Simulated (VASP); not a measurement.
Input of a VASP 6.6.1 run:

INCAR

```
SYSTEM = SiC
PREC = Accurate ; ENCUT = 600
EDIFF = 1E-6 ; ISMEAR = 0
SIGMA = 0.02 ; LREAL = .False.
LASPH = .True. ; NELM = 120
ALGO = Normal ; ISIF = 2
LWAVE = .False. ; LCHARG = .False.
GGA = PE ; NBANDS = 11
GGA_COMPAT = .False.
```

Contents of KPOINTS:

```
Automatic mesh
0
Gamma
  10 10 10
  0 0 0
```

File POSCAR:

```
SiC
1.0
    0.0000000000      2.1898586789      2.1898586789
    2.1898586789      0.0000000000      2.1898586789
    2.1898586789      2.1898586789      0.0000000000
Si C
1 1
Direct
    0.0000000000      0.0000000000      0.0000000000
    0.2500000000      0.2500000000      0.2500000000
```

Potentials or basis: VASP PAW PBE potentials, release 64 (Si, C).

Run with:

```sh
$ cat potpaw_PBE.64/Si/POTCAR potpaw_PBE.64/C/POTCAR > POTCAR
$ mpirun -np 1 vasp_std > vasp.out
```

(1) What does it give for the pressure?

(2) What does it give for the band gap on the k mesh?

Answers

(1) -0.2 GPa.

(2) 1.37 eV, indirect (least direct gap 4.53 eV).
